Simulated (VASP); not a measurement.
# Cl2O3 (Pn-3m) in VASP: notebook

The runs below take Cl2O3 through single point, with PBE.

All numbers are computed with VASP 6.6.1; they aren't measurements. Logs are shortened: lines on timing, memory, paths and dates and some standing lists are left out, and cuts for length are marked.

**1. The cell of the first run**

It takes space group Pn-3m (No. 224, cubic). The conventional cell has a = 5.133 Å, b = 5.133 Å, c = 5.133 Å, α = 90.00°, β = 90.00°, γ = 90.00°. Cl (site symmetry -3m) has 6 O at 2.22 Å within 2.9 Å. O (site symmetry -42m) has 4 Cl at 2.22 Å and 4 O at 2.57 Å within 2.9 Å.

**2. Single point, PBE**

Contents of INCAR:

```
  ALGO = Normal
  EDIFF = 1E-6
  ENCUT = 520
  GGA = PE
  ISIF = 2
  ISMEAR = -1
  LASPH = T
  LCHARG = F
  LREAL = F
  LWAVE = F
  NBANDS = 43
  NELM = 100
  PREC = Accurate
  SIGMA = 0.06122561905347299
```

Contents of KPOINTS:

```
k-points
0
Gamma
  11 11 11
```

Contents of POSCAR:

```
Cl2O3
1.0
    5.1331281855      0.0000000000      0.0000000000
    0.0000000000      5.1331281855      0.0000000000
    0.0000000000      0.0000000000      5.1331281855
Cl O
4 6
Direct
    0.2500000000      0.2500000000      0.2500000000
    0.7500000000      0.7500000000      0.2500000000
    0.7500000000      0.2500000000      0.7500000000
    0.2500000000      0.7500000000      0.7500000000
    0.5000000000      0.0000000000      0.0000000000
    0.0000000000      0.5000000000      0.0000000000
    0.0000000000      0.0000000000      0.5000000000
    0.5000000000      0.5000000000      0.0000000000
    0.5000000000      0.0000000000      0.5000000000
    0.0000000000      0.5000000000      0.5000000000
```

Potentials or basis: VASP PAW PBE potentials, release 64 (Cl, O).

On the command line:

```
$ cat potpaw_PBE.64/Cl/POTCAR potpaw_PBE.64/O/POTCAR > POTCAR
$ mpirun -np 1 vasp_std > vasp.out
```

OUTCAR:

```text
EDIFF = 1E-6
   ENCUT = 520
   GGA = PE
   ISIF = 2
   ISMEAR = -1
   LASPH = T
   LREAL = F
   NELM = 100
   PREC = Accurate

 ion  position               nearest neighbor table
   1  0.250  0.250  0.250-   5 2.22   6 2.22   7 2.22   8 2.22   9 2.22  10 2.22
   2  0.750  0.750  0.250-   5 2.22   6 2.22   7 2.22   8 2.22   9 2.22  10 2.22
   3  0.750  0.250  0.750-   5 2.22   6 2.22   7 2.22   8 2.22   9 2.22  10 2.22
   4  0.250  0.750  0.750-   5 2.22   6 2.22   7 2.22   8 2.22   9 2.22  10 2.22
   5  0.500  0.000  0.000-   1 2.22   2 2.22   3 2.22   4 2.22
   6  0.000  0.500  0.000-   1 2.22   2 2.22   3 2.22   4 2.22
   7  0.000  0.000  0.500-   1 2.22   2 2.22   3 2.22   4 2.22
   8  0.500  0.500  0.000-   1 2.22   2 2.22   3 2.22   4 2.22
   9  0.500  0.000  0.500-   1 2.22   2 2.22   3 2.22   4 2.22
  10  0.000  0.500  0.500-   1 2.22   2 2.22   3 2.22   4 2.22

  LATTYP: Found a simple cubic cell.
 ALAT       =     5.1331281855

  Lattice vectors:

 A1 = (   5.1331281855,   0.0000000000,   0.0000000000)
 A2 = (   0.0000000000,   5.1331281855,   0.0000000000)
 A3 = (   0.0000000000,   0.0000000000,   5.1331281855)

Analysis of symmetry for initial positions (statically):
=====================================================================
 Subroutine PRICEL returns:
 Original cell was already a primitive cell.

 Routine SETGRP: Setting up the symmetry group for a
 simple cubic supercell.

 Subroutine GETGRP returns: Found 48 space group operations
 (whereof 24 operations were pure point group operations)
 out of a pool of 48 trial point group operations.

The static configuration has the point symmetry T_d .
 The point group associated with its full space group is O_h .

Analysis of symmetry for dynamics (positions and initial velocities):
=====================================================================
 Subroutine PRICEL returns:
 Original cell was already a primitive cell.

 Routine SETGRP: Setting up the symmetry group for a
 simple cubic supercell.

 Subroutine GETGRP returns: Found 48 space group operations
 (whereof 24 operations were pure point group operations)
 out of a pool of 48 trial point group operations.

The dynamic configuration has the point symmetry T_d .
 The point group associated with its full space group is O_h .

 Subroutine INISYM returns: Found 48 space group operations
 (whereof 24 operations are pure point group operations),
 and found     1 'primitive' translations

----------------------------------------------------------------------------------------

                                     Primitive cell

  volume of cell :     135.2528

  direct lattice vectors                    reciprocal lattice vectors
     5.133128186  0.000000000  0.000000000     0.194812980  0.000000000  0.000000000
     0.000000000  5.133128186  0.000000000     0.000000000  0.194812980  0.000000000
     0.000000000  0.000000000  5.133128186     0.000000000  0.000000000  0.194812980

  length of vectors
     5.133128186  5.133128186  5.133128186     0.194812980  0.194812980  0.194812980

  position of ions in fractional coordinates (direct lattice)
     0.250000000  0.250000000  0.250000000
     0.750000000  0.750000000  0.250000000
     0.750000000  0.250000000  0.750000000
     0.250000000  0.750000000  0.750000000
     0.500000000  0.000000000  0.000000000
     0.000000000  0.500000000  0.000000000
     0.000000000  0.000000000  0.500000000
     0.500000000  0.500000000  0.000000000
     0.500000000  0.000000000  0.500000000
     0.000000000  0.500000000  0.500000000

  ion indices of the primitive-cell ions
   primitive index   ion index
                 1           1
                 2           2
                 3           3
                 4           4
                 5           5
                 6           6
                 7           7
                 8           8
                 9           9
                10          10

----------------------------------------------------------------------------------------

 KPOINTS: k-points

Automatic generation of k-mesh.
 Grid dimensions read from file:
 generate k-points for:   11   11   11

 Generating k-lattice:

  Cartesian coordinates                     Fractional coordinates (reciprocal lattice)
     0.017710271  0.000000000  0.000000000     0.090909091  0.000000000  0.000000000
     0.000000000  0.017710271  0.000000000     0.000000000  0.090909091  0.000000000
     0.000000000  0.000000000  0.017710271     0.000000000  0.000000000  0.090909091

  Length of vectors
     0.017710271  0.017710271  0.017710271

  Shift w.r.t. Gamma in fractional coordinates (k-lattice)
     0.000000000  0.000000000  0.000000000

 Subroutine IBZKPT returns following result:
 ===========================================

 Found     56 irreducible k-points:

 Following reciprocal coordinates:
            Coordinates               Weight
  0.000000  0.000000  0.000000      1.000000
  0.090909  0.000000  0.000000      6.000000
  0.181818  0.000000  0.000000      6.000000
  0.272727  0.000000  0.000000      6.000000
  0.363636  0.000000  0.000000      6.000000
  0.454545  0.000000  0.000000      6.000000
[... 16 lines left out ...]
  0.181818  0.090909  0.090909     24.000000
  0.272727  0.090909  0.090909     24.000000
 [... further k-points ...]
   k-points           NKPTS =     56   k-points in BZ     NKDIM =     56   number of bands    NBANDS=     43
   number of dos      NEDOS =    301   number of ions     NIONS =     10
   total plane-waves  NPLWV =  64000
   dimension x,y,z NGX =    40 NGY =   40 NGZ =   40
   dimension x,y,z NGXF=    80 NGYF=   80 NGZF=   80
   ions per type =               4   6
   NGX,Y,Z   is equivalent  to a cutoff of  12.95, 12.95, 12.95 a.u.
   NGXF,Y,Z  is equivalent  to a cutoff of  25.91, 25.91, 25.91 a.u.
 SYSTEM =  unknown system
   PREC   = accura    normal or accurate (medium, high low for compatibility)
   ISTART =      0    job   : 0-new  1-cont  2-samecut
   ICHARG =      2    charge: 1-file 2-atom 10-const
   ISPIN  =      1    spin polarized calculation?
   LNONCOLLINEAR =      F non collinear calculations
   LSORBIT =      F    spin-orbit coupling
   LASPH  =      T    aspherical Exc in radial PAW
   ENCUT  =  520.0 eV  38.22 Ry    6.18 a.u.   9.54  9.54  9.54*2*pi/ulx,y,z
   NELM   =    100;   NELMIN=  2; NELMDL= -5     # of ELM steps
   EDIFF  = 0.1E-05   stopping-criterion for ELM
   LREAL  =      F    real-space projection
   EDIFFG = 0.1E-04   stopping-criterion for IOM
   NSW    =      0    number of steps for IOM
   IBRION =     -1    ionic relax: 0-MD 1-quasi-New 2-CG
   NFREE  =      0    steps in history (QN), initial steepest desc. (CG)
   ISIF   =      2    stress and relaxation
   ISYM   =      2    0-nonsym 1-usesym 2-fastsym
   POTIM  = 0.5000    time-step for ionic-motion
   TEBEG  =    0.0;   TEEND  =   0.0 temperature during run
   PSTRESS=    0.0 pullay stress
   NELECT =      64.0000    total number of electrons
   NUPDOWN=      -1.0000    fix difference up-down
   EMIN   =  10.00;   EMAX   =-10.00  energy-range for DOS
   EFERMI =   0.00;   METHOD = LEGACY
   ISMEAR =    -1;   SIGMA  =   0.06  broadening in eV -4-tet -1-fermi 0-gaus
   EFERMI_NEDOS =   21; number of points for ismear=-14 and -15
   IALGO  =     38    algorithm
   IMIX   =      4    mixing-type and parameters
     AMIX     =   0.40;   BMIX     =  1.00
     AMIX_MAG =   1.60;   BMIX_MAG =  1.00
  volume/ion in A,a.u.               =      13.53        91.27
  Fermi-wavevector in a.u.,A,eV,Ry     =   1.275712  2.410747 22.142688  1.627442
  Thomas-Fermi vector in A             =   2.408409
   LORBIT       =      0    0 simple, 1 ext, 2 COOP (PROOUT), +10 PAW based schemes
   GGA     = PE    functional components
   LHFCALC =     F    Hartree Fock is set to
   AEXX    =    0.0000 exact exchange contribution
   IVDW    =     0    specifies the selected vdW correction
   LEPSILON=     F    determine dielectric tensor
   LRPA    =     F    only Hartree local field effects (RPA)
 non-spin polarized calculation
  energy-cutoff  :      520.00
  volume of cell :      135.25
 maximum number of plane-waves:      3743
 NGX is ok and might be reduce to    40
   NGX = 19   NGY = 19   NGZ = 19

 number of electron      64.0000053 magnetization

 Free energy of the ion-electron system (eV)
  ---------------------------------------------------
  ext. energy  EPLUGINS =         0.00000000
  ---------------------------------------------------
  free energy    TOTEN  =       -23.56084334 eV

  energy without entropy =      -23.48149456  energy(sigma->0) =      -23.52116895

 E-fermi :   3.0030     XC(G=0):  -9.9750

 val. band max:        3.0009248423   @ k =   0.1818   0.0000   0.0000
 cond. band min:       3.0171526564   @ k =   0.1818   0.0909   0.0000
 fundamental gap:      0.0162278141
 Fermi energy:         3.0029628629

 k-point     1 :       0.0000    0.0000    0.0000
  band No.  band energies     occupation
      1     -17.2677      2.00000
      2     -15.1746      2.00000
      3     -15.1746      2.00000
      4     -14.0318      2.00000
      5     -14.0318      2.00000
      6     -13.7990      2.00000
[... 35 lines left out ...]
     42      11.4842      0.00000
     43      11.4842      0.00000

 k-point     2 :       0.0909    0.0000    0.0000
  band No.  band energies     occupation
      1     -17.2416      2.00000
      2     -15.2657      2.00000
      3     -15.1552      2.00000
      4     -14.0600      2.00000
      5     -14.0306      2.00000
      6     -13.8623      2.00000
[... 35 lines left out ...]
     42      11.5266      0.00000
     43      11.5266      0.00000

 k-point     3 :       0.1818    0.0000    0.0000
  band No.  band energies     occupation
      1     -17.1636      2.00000
      2     -15.4945      2.00000
      3     -15.0980      2.00000
      4     -14.1409      2.00000
      5     -14.0273      2.00000
      6     -13.9298      2.00000
[... 35 lines left out ...]
     42      11.6431      0.00000
     43      11.6470      0.00000

 k-point     4 :       0.2727    0.0000    0.0000
  band No.  band energies     occupation
      1     -17.0351      2.00000
      2     -15.7863      2.00000
      3     -15.0058      2.00000
      4     -14.2641      2.00000
      5     -14.0226      2.00000
      6     -13.9666      2.00000
[... 863 lines left out ...]
     42      11.6029      0.00000
     43      11.6170      0.00000

 k-point    23 :       0.1818    0.0909    0.0909
  band No.  band energies     occupation
      1     -17.1126      2.00000
      2     -15.4860      2.00000
      3     -15.2170      2.00000
      4     -14.1765      2.00000
      5     -14.0912      2.00000
      6     -14.0566      2.00000
[... 35 lines left out ...]
     42      11.7286      0.00000
     43      11.7397      0.00000

 k-point    24 :       0.2727    0.0909    0.0909
  band No.  band energies     occupation
      1     -16.9856      2.00000
      2     -15.7632      2.00000
      3     -15.1241      2.00000
      4     -14.3166      2.00000
      5     -14.1307      2.00000
      6     -14.0576      2.00000
[... 35 lines left out ...]
     42      11.8625      0.00000
     43      11.9085      0.00000

 [... further k-points ...]

------------------------ aborting loop because EDIFF is reached ----------------------------------------

  FORCE on cell =-STRESS in cart. coord.  units (eV):
  Direction    XX          YY          ZZ          XY          YZ          ZX
  --------------------------------------------------------------------------------------
  -------------------------------------------------------------------------------------
  Total       -0.1368223     -0.1368223     -0.1368223      0.0000000      0.0000000     -0.0000000
  in kB       -1.6207691     -1.6207691     -1.6207691      0.0000000      0.0000000     -0.0000000
  external PRESSURE =      -1.6207691 kB  Pullay stress =       0.0000000 kB

 VOLUME and BASIS-vectors are now :
 -----------------------------------------------------------------------------
  energy-cutoff  :      520.00
  volume of cell :      135.25
      direct lattice vectors                 reciprocal lattice vectors
     5.133128186  0.000000000  0.000000000     0.194812980  0.000000000  0.000000000
     0.000000000  5.133128186  0.000000000     0.000000000  0.194812980  0.000000000
     0.000000000  0.000000000  5.133128186     0.000000000  0.000000000  0.194812980

 POSITION                                       TOTAL-FORCE (eV/Angst)
 -----------------------------------------------------------------------------------
      1.28328      1.28328      1.28328         0.000000      0.000000     -0.000000
      3.84985      3.84985      1.28328         0.000000     -0.000000     -0.000000
      3.84985      1.28328      3.84985         0.000000     -0.000000      0.000000
      1.28328      3.84985      3.84985         0.000000      0.000000     -0.000000
      2.56656      0.00000      0.00000        -0.000000      0.000000     -0.000000
      0.00000      2.56656      0.00000        -0.000000      0.000000     -0.000000
      0.00000      0.00000      2.56656        -0.000000      0.000000     -0.000000
      2.56656      2.56656      0.00000        -0.000000      0.000000     -0.000000
      2.56656      0.00000      2.56656        -0.000000      0.000000     -0.000000
      0.00000      2.56656      2.56656        -0.000000      0.000000      0.000000
 -----------------------------------------------------------------------------------
    total drift:                               -0.000000      0.000000     -0.000000

  FREE ENERGIE OF THE ION-ELECTRON SYSTEM (eV)
  ---------------------------------------------------
  free  energy   TOTEN  =       -23.5608433379 eV

  energy  without entropy=      -23.4814945583  energy(sigma->0) =      -23.52116895
```

Wall time 5.5 min (1 thread of Intel Xeon Platinum 8259CL at 2.50GHz (Skylake/Cascade Lake), shared host); peak memory 0.38 GiB.

Results:

* Free energy: -23.5608 eV
* Pressure: -0.2 GPa
* Band gap on the k mesh: zero (bands 32 and 33 overlap by 0.98 eV)

Levels at points of the mesh, in eV from the Fermi level:
| k point | band 30 | band 31 | band 32 | band 33 | band 34 | band 35 |
| --- | --- | --- | --- | --- | --- | --- |
| (0.00, 0.00, 0.00) | -1.08 | -1.08 | -0.05 | -0.05 | -0.05 | 1.07 |

**3. Single point, PBE**

This run uses another cell than the first one, of 13.80 Å³/atom.

Contents of INCAR:

```
SYSTEM = Cl2O3
ALGO = Normal
EDIFF = 1E-6
ENCUT = 520
GGA = PE
ISIF = 2
ISMEAR = -1
LASPH = .True.
LCHARG = .False.
LREAL = .False.
LWAVE = .False.
NBANDS = 43
NELM = 80
PREC = Accurate
SIGMA = 0.06122561905347299
```

Contents of KPOINTS:

```
k-points
0
Gamma
  11 11 11
  0 0 0
```

Changes to POSCAR since step 2:

```diff
@@ -2,5 +2,5 @@
 1.0
-    5.1331281855      0.0000000000      0.0000000000
-    0.0000000000      5.1331281855      0.0000000000
-    0.0000000000      0.0000000000      5.1331281855
+    5.1671234026      0.0000000000      0.0000000000
+    0.0000000000      5.1671234026      0.0000000000
+    0.0000000000      0.0000000000      5.1671234026
 Cl O
```

Potentials or basis: VASP PAW PBE potentials, release 64 (Cl, O).

On the command line:

```
$ cat potpaw_PBE.64/Cl/POTCAR potpaw_PBE.64/O/POTCAR > POTCAR
$ mpirun -np 1 vasp_std > vasp.out
```

Wall time 7.3 min (1 thread of Intel Xeon Platinum 8259CL at 2.50GHz (Skylake/Cascade Lake), shared host); peak memory 0.37 GiB.

Results (log left out):

| Item | Value |
| --- | --- |
| Free energy | -23.5481 eV |
| Pressure | -1.7 GPa |
| Band gap on the k mesh | zero (bands 32 and 33 overlap by 0.96 eV) |

Levels at points of the mesh, in eV from the Fermi level:
```
           k point  band 28  band 29  band 30  band 31  band 32  band 33  band 34  band 35  band 36  band 37
(0.00, 0.00, 0.00)    -2.18    -1.03    -1.03    -1.03    -0.04    -0.04    -0.04     1.04     1.04     1.04
```
